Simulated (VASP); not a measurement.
Set up this calculation in VASP 6.6.1, as the native input.

```yaml
Task: single point
Functional: PBE-based screened hybrid with 25 % exact exchange
Potentials_or_basis: VASP PAW PBE potentials, release 64 (Sb_d_GW, Ga_d)
Cutoff: 400 eV
k_mesh: 4 × 4 × 4
Occupations: fermi-dirac, width 0.05 eV
Spin: no spin polarisation
Dipole_correction: no
Grid_for_exact_exchange_PRECFOCK: Normal
Share_of_exact_exchange: 0.25
Further_INCAR_settings: ALGO = Normal; EDIFF = 1e-06; NBANDS = 21
Screening_parameter: 0.3 1/Å
```

The system is GaSb.

```
Sb Ga
1.0
     0.00000    2.99655    2.99655
     2.99655    0.00000    2.99655
     2.99655    2.99655    0.00000
Sb Ga
1 1
Direct
  0.75000 0.75000 0.75000
  0.00000 0.00000 0.00000
```

The input as run:

POSCAR

```
GaSb
1.0
    0.0000000000      2.9965539066      2.9965539066
    2.9965539066      0.0000000000      2.9965539066
    2.9965539066      2.9965539066      0.0000000000
Sb Ga
1 1
Direct
    0.7500000000      0.7500000000      0.7500000000
    0.0000000000      0.0000000000      0.0000000000
```

INCAR.step1

```
ALGO = Normal
EDIFF = 1E-5
ENCUT = 400
GGA = PE
GGA_COMPAT = F
ISIF = 2
ISMEAR = -1
LASPH = T
LCHARG = F
LREAL = F
LWAVE = T
NBANDS = 21
NELM = 120
PREC = Accurate
SIGMA = 0.05
```

INCAR.step2

```
AEXX = 0.25
ALGO = Normal
EDIFF = 1E-6
ENCUT = 400
GGA = PE
GGA_COMPAT = F
HFSCREEN = 0.3
ISIF = 2
ISMEAR = -1
ISTART = 1
LASPH = T
LCHARG = F
LHFCALC = T
LREAL = F
LWAVE = F
NBANDS = 21
NELM = 120
PREC = Accurate
PRECFOCK = Normal
SIGMA = 0.05
```

KPOINTS

```
k-points
0
Gamma
  4 4 4
```

Potentials or basis: VASP PAW PBE potentials, release 64 (Sb_d_GW, Ga_d).

Run with:

```console
$ cat potpaw_PBE.64/Sb_d_GW/POTCAR potpaw_PBE.64/Ga_d/POTCAR > POTCAR
$ cp INCAR.step1 INCAR
$ mpirun -np 1 vasp_std > vasp.out
$ cp INCAR.step2 INCAR
$ mpirun -np 1 vasp_std > vasp.out
```

It gave:

```yaml
Pressure: 4.8 GPa
Band_gap_on_the_k_mesh: 1.07 eV (least direct gap 1.22 eV)
```

Caveat: the k points lie up to 0.45 Å⁻¹ apart; the PAW data sets were made with another functional, which shifts forces and pressure a little; spin-orbit coupling is left out, which moves the levels of the heavy elements.

Run time: 8.9 min on 1 thread of Intel(R) Xeon(R) 6975P-C (Granite Rapids), on a shared host, peak memory 0.29 GiB.
